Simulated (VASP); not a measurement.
# GaP (zinc blende type) (F-43m) in VASP: a series of runs, part 2 of 2

VASP 6.6.1.

## Step 3: Single point, r2SCAN

POSCAR

```
GaP
1.0
    0.0000000000      2.7550000000      2.7550000000
    2.7550000000      0.0000000000      2.7550000000
    2.7550000000      2.7550000000      0.0000000000
Ga P
1 1
Direct
    0.0000000000      0.0000000000      0.0000000000
    0.2500000000      0.2500000000      0.2500000000
```

INCAR.step1

```
  PREC = Accurate
  ENCUT = 520
  ISMEAR = -1
  SIGMA = 0.02
  LREAL = F
  LASPH = T
  NELM = 60
  NBANDS = 16
  GGA = PE
  ALGO = Normal
  EDIFF = 1E-4
  LWAVE = T
  LCHARG = F
```

INCAR.step2

```
  PREC = Accurate
  ENCUT = 520
  EDIFF = 1E-7
  ISMEAR = -1
  SIGMA = 0.02
  LREAL = F
  LASPH = T
  NELM = 60
  ALGO = Normal
  ISIF = 2
  LWAVE = F
  LCHARG = F
  METAGGA = R2SCAN
  LMIXTAU = T
  NBANDS = 16
  ISTART = 1
```

KPOINTS

```
regular mesh
0
Gamma
  6 6 6
```

Potentials or basis: VASP PAW PBE potentials, release 64 (Ga_d, P).

Launch:

```bash
cat potpaw_PBE.64/Ga_d/POTCAR potpaw_PBE.64/P/POTCAR > POTCAR
cp INCAR.step1 INCAR
mpirun -np 1 vasp_std > vasp.out
cp INCAR.step2 INCAR
mpirun -np 1 vasp_std > vasp.out
```

OUTCAR:

```text
PREC = Accurate
   ENCUT = 520
   EDIFF = 1E-7
   ISMEAR = -1
   LREAL = F
   LASPH = T
   NELM = 60
   ISIF = 2
   METAGGA = R2SCAN
   ISTART = 1

 ion  position               nearest neighbor table
   1  0.000  0.000  0.000-   2 2.39   2 2.39   2 2.39   2 2.39
   2  0.250  0.250  0.250-   1 2.39   1 2.39   1 2.39   1 2.39

  LATTYP: Found a face centered cubic cell.
 ALAT       =     5.5100000000

  Lattice vectors:

 A1 = (   0.0000000000,   2.7550000000,   2.7550000000)
 A2 = (   2.7550000000,   0.0000000000,   2.7550000000)
 A3 = (   2.7550000000,   2.7550000000,   0.0000000000)

Analysis of symmetry for initial positions (statically):
=====================================================================
 Subroutine PRICEL returns:
 Original cell was already a primitive cell.

 Routine SETGRP: Setting up the symmetry group for a
 face centered cubic supercell.

 Subroutine GETGRP returns: Found 24 space group operations
 (whereof 24 operations were pure point group operations)
 out of a pool of 48 trial point group operations.

The static configuration has the point symmetry T_d .

Analysis of symmetry for dynamics (positions and initial velocities):
=====================================================================
 Subroutine PRICEL returns:
 Original cell was already a primitive cell.

 Routine SETGRP: Setting up the symmetry group for a
 face centered cubic supercell.

 Subroutine GETGRP returns: Found 24 space group operations
 (whereof 24 operations were pure point group operations)
 out of a pool of 48 trial point group operations.

The dynamic configuration has the point symmetry T_d .

 Subroutine INISYM returns: Found 24 space group operations
 (whereof 24 operations are pure point group operations),
 and found     1 'primitive' translations

----------------------------------------------------------------------------------------
[... 101 lines left out ...]
   IALGO  =     38    algorithm
   IMIX   =      4    mixing-type and parameters
     AMIX     =   0.40;   BMIX     =  1.00
     AMIX_MAG =   1.60;   BMIX_MAG =  1.00
  volume/ion in A,a.u.               =      20.91       141.11
  Fermi-wavevector in a.u.,A,eV,Ry     =   1.236044  2.335785 20.787059  1.527806
  Thomas-Fermi vector in A             =   2.370669
   LORBIT       =      0    0 simple, 1 ext, 2 COOP (PROOUT), +10 PAW based schemes
   METAGGA = R2SCAN    functional components
   LHFCALC =     F    Hartree Fock is set to
   AEXX    =    0.0000 exact exchange contribution
   IVDW    =     0    specifies the selected vdW correction
   LEPSILON=     F    determine dielectric tensor
   LRPA    =     F    only Hartree local field effects (RPA)
 non-spin polarized calculation
  energy-cutoff  :      520.00
  volume of cell :       41.82
 maximum number of plane-waves:      1158
 NGX is ok and might be reduce to    30
   NGX = 15   NGY = 15   NGZ = 15

 number of electron      18.0000004 magnetization

 Free energy of the ion-electron system (eV)
  ---------------------------------------------------
  ext. energy  EPLUGINS =         0.00000000
  ---------------------------------------------------
  free energy    TOTEN  =       -21.43955946 eV

  energy without entropy =      -21.43955946  energy(sigma->0) =      -21.43955946

 E-fermi :   4.5282     XC(G=0): -10.3887

 val. band max:        4.1381577236   @ k =   0.0000   0.0000   0.0000
 cond. band min:       6.0691072133   @ k =   0.5000   0.0000   0.0000
 fundamental gap:      1.9309494898
 Fermi energy:         4.5282106117

 k-point     1 :       0.0000    0.0000    0.0000
  band No.  band energies     occupation
      1     -10.8077      2.00000
      2     -10.8077      2.00000
      3     -10.8077      2.00000
      4     -10.7043      2.00000
      5     -10.7043      2.00000
      6      -8.6356      2.00000
[... 281 lines left out ...]
      3     -10.7484      2.00000
      4     -10.7241      2.00000
      5     -10.6915      2.00000
      6      -5.6297      2.00000
[... 8 lines left out ...]
     15      16.5626      0.00000
     16      18.3028      0.00000

------------------------ aborting loop because EDIFF is reached ----------------------------------------

  FORCE on cell =-STRESS in cart. coord.  units (eV):
  Direction    XX          YY          ZZ          XY          YZ          ZX
  --------------------------------------------------------------------------------------
  -------------------------------------------------------------------------------------
  Total       -0.6941198     -0.6941198     -0.6941198      0.0000000     -0.0000000      0.0000000
  in kB      -26.5919532    -26.5919532    -26.5919532      0.0000000     -0.0000000      0.0000000
  external PRESSURE =     -26.5919532 kB  Pullay stress =       0.0000000 kB

 VOLUME and BASIS-vectors are now :
 -----------------------------------------------------------------------------
  energy-cutoff  :      520.00
  volume of cell :       41.82
      direct lattice vectors                 reciprocal lattice vectors
     0.000000000  2.755000000  2.755000000    -0.181488203  0.181488203  0.181488203
     2.755000000  0.000000000  2.755000000     0.181488203 -0.181488203  0.181488203
     2.755000000  2.755000000  0.000000000     0.181488203  0.181488203 -0.181488203

 POSITION                                       TOTAL-FORCE (eV/Angst)
 -----------------------------------------------------------------------------------
      0.00000      0.00000      0.00000        -0.000000     -0.000000     -0.000000
      1.37750      1.37750      1.37750         0.000000      0.000000      0.000000
 -----------------------------------------------------------------------------------
    total drift:                                0.000006      0.000006      0.000006

  FREE ENERGIE OF THE ION-ELECTRON SYSTEM (eV)
  ---------------------------------------------------
  free  energy   TOTEN  =       -21.4395594604 eV

  energy  without entropy=      -21.4395594603  energy(sigma->0) =      -21.43955946
```

OSZICAR.step1:

```text
N       E                     dE             d eps       ncg     rms          rms(c)
DAV:   1     0.807105689905E+02    0.80711E+02   -0.91996E+03   536   0.165E+03
DAV:   2    -0.295663138706E+01   -0.83667E+02   -0.79138E+02   608   0.311E+02
DAV:   3    -0.926758914094E+01   -0.63110E+01   -0.62882E+01   664   0.644E+01
DAV:   4    -0.937364145423E+01   -0.10605E+00   -0.10603E+00   608   0.900E+00
DAV:   5    -0.937599048800E+01   -0.23490E-02   -0.23490E-02   680   0.120E+00    0.410E+00
DAV:   6    -0.913613265437E+01    0.23986E+00   -0.37996E-01   800   0.101E+01    0.270E+00
DAV:   7    -0.911098483871E+01    0.25148E-01   -0.89874E-02   648   0.197E+00    0.109E+00
DAV:   8    -0.911140371983E+01   -0.41888E-03   -0.13242E-02   616   0.138E+00    0.173E-01
DAV:   9    -0.911182069883E+01   -0.41698E-03   -0.13373E-03   616   0.515E-01    0.837E-02
DAV:  10    -0.911189644076E+01   -0.75742E-04   -0.88403E-05   528   0.108E-01
   1 F= -.91118964E+01 E0= -.91118964E+01  d E =-.806331E-11
```

Wall time 54 s (1 thread of Intel Xeon Platinum 8259CL at 2.50GHz (Skylake/Cascade Lake), shared host); peak memory 0.17 GiB.

What came out:

* Free energy: -21.4396 eV
* Pressure: -2.7 GPa
* Band gap on the k mesh: 1.93 eV (least direct gap 2.06 eV)

Levels at points of the mesh, in eV from the valence-band top:
| k point | band 7 | band 8 | band 9 | band 10 | band 11 | band 12 |
| --- | --- | --- | --- | --- | --- | --- |
| (0.00, 0.00, 0.00) | 0.00 | 0.00 | 0.00 | 2.06 | 4.20 | 4.20 |
| (0.50, 0.00, 0.00) | -6.66 | -1.12 | -1.12 | 1.93 | 5.06 | 5.06 |
| (0.50, 0.50, 0.00) | -6.80 | -2.68 | -2.68 | 1.97 | 2.12 | 11.10 |

Caveat: the PAW data sets were made with another functional, which shifts forces and pressure a little. A k mesh can miss the band edges.

## Step 4: Single point, HSE06

This run uses another cell than the first one, of 19.24 Å³/atom.

POSCAR

```
GaP
1.0
    0.0000000000      2.6794822162      2.6794822162
    2.6794822162      0.0000000000      2.6794822162
    2.6794822162      2.6794822162      0.0000000000
Ga P
1 1
Direct
    0.0000000000      0.0000000000      0.0000000000
    0.2500000000      0.2500000000      0.2500000000
```

INCAR.step1

```
SYSTEM = GaP
  PREC = Accurate
  ENCUT = 520
  EDIFF = 1E-5
  ISMEAR = -1
  SIGMA = 0.05
  LREAL = .FALSE.
  LASPH = .TRUE.
  NELM = 80
  ALGO = Normal
  ISIF = 2
  LWAVE = .TRUE.
  LCHARG = .FALSE.
  GGA = PE
  NBANDS = 16
```

INCAR.step2

```
SYSTEM = GaP
  PREC = Accurate
  ENCUT = 520
  EDIFF = 1E-6
  ISMEAR = -1
  SIGMA = 0.05
  LREAL = .FALSE.
  LASPH = .TRUE.
  NELM = 80
  ALGO = Normal
  ISIF = 2
  LWAVE = .FALSE.
  LCHARG = .FALSE.
  GGA = PE
  LHFCALC = .TRUE.
  HFSCREEN = 0.2079
  PRECFOCK = Normal
  ISTART = 1
  NBANDS = 16
```

KPOINTS

```
regular mesh
0
G
  4 4 4
  0 0 0
```

Potentials or basis: VASP PAW PBE potentials, release 64 (Ga_d, P).

Launch:

```bash
cat potpaw_PBE.64/Ga_d/POTCAR potpaw_PBE.64/P/POTCAR > POTCAR
cp INCAR.step1 INCAR
mpirun -np 1 vasp_std > vasp.out
cp INCAR.step2 INCAR
mpirun -np 1 vasp_std > vasp.out
```

OUTCAR:

```text
SYSTEM = GaP
   PREC = Accurate
   ENCUT = 520
   EDIFF = 1E-6
   ISMEAR = -1
   LREAL = .FALSE.
   LASPH = .TRUE.
   NELM = 80
   ISIF = 2
   GGA = PE
   LHFCALC = .TRUE.
   HFSCREEN = 0.2079
   PRECFOCK = Normal
   ISTART = 1

 ion  position               nearest neighbor table
   1  0.000  0.000  0.000-   2 2.32   2 2.32   2 2.32   2 2.32
   2  0.250  0.250  0.250-   1 2.32   1 2.32   1 2.32   1 2.32

  LATTYP: Found a face centered cubic cell.
 ALAT       =     5.3589644324

  Lattice vectors:

 A1 = (   0.0000000000,   2.6794822162,   2.6794822162)
 A2 = (   2.6794822162,   0.0000000000,   2.6794822162)
 A3 = (   2.6794822162,   2.6794822162,   0.0000000000)

Analysis of symmetry for initial positions (statically):
=====================================================================
 Subroutine PRICEL returns:
 Original cell was already a primitive cell.

 Routine SETGRP: Setting up the symmetry group for a
 face centered cubic supercell.

 Subroutine GETGRP returns: Found 24 space group operations
 (whereof 24 operations were pure point group operations)
 out of a pool of 48 trial point group operations.

[... 151 lines left out ...]

 E-fermi :   5.8704     XC(G=0):  -8.3222

 val. band max:        4.7564538262   @ k =   0.0000   0.0000   0.0000
 cond. band min:       6.9561096271   @ k =   0.5000   0.5000   0.0000
 fundamental gap:      2.1996558009
 Fermi energy:         5.8703795471

 k-point     1 :       0.0000    0.0000    0.0000
  band No.  band energies     occupation
      1     -12.3808      2.00000
      2     -12.3808      2.00000
      3     -12.3808      2.00000
      4     -12.2640      2.00000
      5     -12.2640      2.00000
      6      -9.4212      2.00000
[... 129 lines left out ...]
      3     -12.3146      2.00000
      4     -12.2820      2.00000
      5     -12.2551      2.00000
      6      -5.8438      2.00000
[... 8 lines left out ...]
     15      18.3277      0.00000
     16      20.3744      0.00000

------------------------ aborting loop because EDIFF is reached ----------------------------------------

  FORCE on cell =-STRESS in cart. coord.  units (eV):
  Direction    XX          YY          ZZ          XY          YZ          ZX
  --------------------------------------------------------------------------------------
  -------------------------------------------------------------------------------------
  Total        1.4796663      1.4796663      1.4796663     -0.0000000     -0.0000000      0.0000000
  in kB       61.6157473     61.6157473     61.6157473     -0.0000000     -0.0000000      0.0000000
  external PRESSURE =      61.6157473 kB  Pullay stress =       0.0000000 kB

 VOLUME and BASIS-vectors are now :
 -----------------------------------------------------------------------------
  energy-cutoff  :      520.00
  volume of cell :       38.48
      direct lattice vectors                 reciprocal lattice vectors
     0.000000000  2.679482216  2.679482216    -0.186603216  0.186603216  0.186603216
     2.679482216  0.000000000  2.679482216     0.186603216 -0.186603216  0.186603216
     2.679482216  2.679482216  0.000000000     0.186603216  0.186603216 -0.186603216

 POSITION                                       TOTAL-FORCE (eV/Angst)
 -----------------------------------------------------------------------------------
      0.00000      0.00000      0.00000         0.000000      0.000000      0.000000
      1.33974      1.33974      1.33974        -0.000000     -0.000000     -0.000000
 -----------------------------------------------------------------------------------
    total drift:                               -0.000063     -0.000074     -0.000048

  FREE ENERGIE OF THE ION-ELECTRON SYSTEM (eV)
  ---------------------------------------------------
  free  energy   TOTEN  =       -10.6248229405 eV

  energy  without entropy=      -10.6248229405  energy(sigma->0) =      -10.62482294
```

OSZICAR.step1:

```text
N       E                     dE             d eps       ncg     rms          rms(c)
DAV:   1     0.820214736597E+02    0.82021E+02   -0.89265E+03   256   0.165E+03
DAV:   2    -0.269040508888E+01   -0.84712E+02   -0.79728E+02   296   0.316E+02
DAV:   3    -0.911455187218E+01   -0.64241E+01   -0.64048E+01   320   0.665E+01
DAV:   4    -0.922276995595E+01   -0.10822E+00   -0.10820E+00   320   0.951E+00
DAV:   5    -0.922424255555E+01   -0.14726E-02   -0.14722E-02   312   0.917E-01    0.453E+00
DAV:   6    -0.894294461015E+01    0.28130E+00   -0.40473E-01   376   0.115E+01    0.305E+00
DAV:   7    -0.890775407194E+01    0.35191E-01   -0.11787E-01   328   0.237E+00    0.121E+00
DAV:   8    -0.890861493859E+01   -0.86087E-03   -0.16202E-02   288   0.154E+00    0.254E-01
DAV:   9    -0.890913346829E+01   -0.51853E-03   -0.15301E-03   320   0.520E-01    0.764E-02
DAV:  10    -0.890921289038E+01   -0.79422E-04   -0.12679E-04   344   0.139E-01    0.362E-02
DAV:  11    -0.890929379140E+01   -0.80901E-04   -0.10532E-04   304   0.836E-02    0.545E-03
DAV:  12    -0.890929355213E+01    0.23928E-06   -0.23891E-06   216   0.206E-02
   1 F= -.89092936E+01 E0= -.89092935E+01  d E =-.395357E-07
```

Run time: 7.8 min. Hardware: 1 thread of Intel Xeon Platinum 8259CL at 2.50GHz (Skylake/Cascade Lake), shared host; peak memory 0.27 GiB.

What came out:

| Quantity | Value |
| --- | --- |
| Free energy | -10.6248 eV |
| Pressure | 6.2 GPa |
| Band gap on the k mesh | 2.20 eV (least direct gap 3.30 eV) |

Caveat: the k points lie up to 0.51 Å⁻¹ apart; the PAW data sets were made with another functional, which shifts forces and pressure a little.

## Step 5: Single point, HSE06

This run uses another cell than the first one, of 19.24 Å³/atom.

POSCAR is that of step 4.

INCAR.step1

```
PREC = Accurate ; ENCUT = 520
EDIFF = 1E-5 ; ISMEAR = -1
SIGMA = 0.05 ; LREAL = F
LASPH = T ; NELM = 80
ALGO = Normal ; ISIF = 2
LWAVE = T ; NBANDS = 16
GGA = PE
```

INCAR.step2

```
PREC = Accurate ; ENCUT = 520
EDIFF = 1E-6 ; ISMEAR = -1
SIGMA = 0.05 ; LREAL = F
LASPH = T ; NELM = 80
ALGO = Normal ; ISIF = 2
LWAVE = F ; LCHARG = T
GGA = PE ; LHFCALC = T
HFSCREEN = 0.2079 ; PRECFOCK = Normal
LELF = T ; LVHAR = T
NBANDS = 16 ; ISTART = 1
```

KPOINTS

```
regular mesh
0
Gamma
  4 4 4
```

Launch:

```bash
cat potpaw_PBE.64/Ga_d/POTCAR potpaw_PBE.64/P/POTCAR > POTCAR
cp INCAR.step1 INCAR
mpirun -np 1 vasp_std > vasp.out
cp INCAR.step2 INCAR
mpirun -np 1 vasp_std > vasp.out
```

It took 8.9 min on 1 thread of Intel Xeon Platinum 8259CL at 2.50GHz (Skylake/Cascade Lake), shared host; peak memory 0.27 GiB.

It converged, with:

* Free energy: -10.6248 eV
* Pressure: 6.2 GPa
* Band gap on the k mesh: 2.20 eV (least direct gap 3.30 eV)

Levels at points of the mesh, in eV from the valence-band top:
```csv
k point,band 7,band 8,band 9,band 10,band 11,band 12
"(0.00, 0.00, 0.00)",0.00,0.00,0.00,3.30,4.77,4.77
"(0.50, 0.00, 0.00)",-7.55,-1.29,-1.29,2.72,5.61,5.61
"(0.50, 0.50, 0.00)",-7.59,-3.12,-3.12,2.20,2.54,12.48
```

Caveat: the k points lie up to 0.51 Å⁻¹ apart; the PAW data sets were made with another functional, which shifts forces and pressure a little.

## Step 6: The runs side by side

| level | cell | k mesh | smearing | grid for exact exchange (PRECFOCK) | share of exact exchange | screening parameter | gap on the mesh (eV) | pressure (GPa) |
| --- | --- | --- | --- | --- | --- | --- | --- | --- |
| PBE | a = 3.896 Å, angles 60.0°, 2 atoms | 6 × 6 × 6 | fermi-dirac 0.02 eV | - | - | - | 1.56 | -0.2 |
| r2SCAN | a = 3.896 Å, angles 60.0°, 2 atoms | 6 × 6 × 6 | fermi-dirac 0.02 eV | - | - | - | 1.93 | -2.7 |
| HSE06 | a = 3.789 Å, angles 60.0°, 2 atoms | 4 × 4 × 4 | fermi-dirac 0.05 eV | Normal | 0.25 | 0.2079 1/Å | 2.20 | 6.2 |

Alike in all rows: task single point; potentials or basis VASP PAW PBE potentials, release 64 (Ga_d, P); no spin polarisation; cutoff (eV) 520.

Caveats: some runs use coarse meshes; the PAW data sets were made with another functional, which shifts forces and pressure a little (at least some runs).

Total energies depend on the potentials used, so only differences within one code and one set of settings carry meaning.
